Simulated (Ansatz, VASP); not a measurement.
## GaS3 in VASP and in Ansatz

```
CELL_PARAMETERS angstrom
5.19556 0.00000 0.00000
-2.59778 4.49949 0.00000
0.00000 0.00000 5.46152
ATOMIC_POSITIONS crystal
Ga 0.00000 0.00000 0.00000
S 0.50000 0.00000 0.00000
S 0.00000 0.50000 0.00000
S 0.50000 0.50000 0.00000
```

Alike in both runs: functional PBE; k mesh 12 × 12 × 8; occupations gaussian, width 0.1 eV; no spin polarisation.

Ansatz relaxed the structure, and its values are those at the end. VASP's run is a single point on that final structure, the one shown.

|  | VASP | Ansatz |
| --- | --- | --- |
| version | VASP 6.6.1 | Ansatz 0.2.0 |
| potentials or method | VASP PAW PBE potentials, release 64 (Ga_d, S), cutoff 520 eV | scalar-relativistic, plane waves, PAW |
| valence electrons in the cell | 31 | 31 |

```tsv
	VASP	Ansatz	Ansatz less VASP
gap on the k mesh at the Fermi level (eV)	none	none	-
pressure (GPa)	0.0	0.0	+0.03
```

A gap of «none» marks a metal or a gap that the smearing closes. With one functional, cell and mesh, what is left measures potentials, basis and numerics.
